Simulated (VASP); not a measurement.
A run of VASP 6.6.1 is set up as follows.

Contents of INCAR:

```
SYSTEM = S
  ALGO = Normal
  EDIFF = 1E-6
  EDIFFG = -0.02
  ENCUT = 600
  GGA = PS
  IBRION = 2
  ISIF = 3
  ISMEAR = -1
  LASPH = .True.
  LCHARG = .False.
  LREAL = .False.
  LWAVE = .False.
  NELM = 80
  NSW = 80
  PREC = Accurate
  PSTRESS = 200.0
  SIGMA = 0.1
```

File KPOINTS:

```
k-points
0
Gamma
  6 6 6
  0 0 0
```

POSCAR

```
S
1.0
    2.7300000000      0.0000000000      0.0000000000
    0.0000000000      2.7300000000      0.0000000000
    0.0000000000      0.0000000000      2.7300000000
S
1
Direct
    0.0000000000      0.0000000000      0.0000000000
```

Potentials or basis: VASP PAW PBE potentials, release 64 (S).

Run with:

```console
$ cat potpaw_PBE.64/S/POTCAR > POTCAR
$ mpirun -np 1 vasp_std > vasp.out
```

**Question.** Estimate the space group after relaxing (to 0.05 Å).

**Answer.** Pm-3m (No. 221).

**Question.** Predict the relaxed cell.

**Answer.** a = 2.401 Å, b = 2.401 Å, c = 2.401 Å, α = 90.00°, β = 90.00°, γ = 90.00°.

**Question.** Estimate the band gap on the k mesh.

**Answer.** Zero (band 3 reaches 14.51 eV, above the bottom of band 4 at 5.63 eV).

**Question.** What does it give for the relaxed volume?

**Answer.** 13.84 Å³/atom.

Step by step:
```tsv
step	energy change (eV)	largest force (eV/Å)	pressure (GPa)	volume (Å³)
1	0.0000	0.0000	-13.06	20.35
2	0.9869	0.0000	92.62	10.32
3	-0.1060	0.0000	18.60	13.95
4	-0.0925	0.0000	19.99	13.84
```

Caveat: the k points lie up to 0.44 Å⁻¹ apart in the final cell; the cell is relaxed towards a set pressure, so the enthalpy falls and the energy may rise; the volume moved by over 15 % at a fixed basis, so the end points are rough; the PAW data sets were made with another functional, which shifts forces and pressure a little.
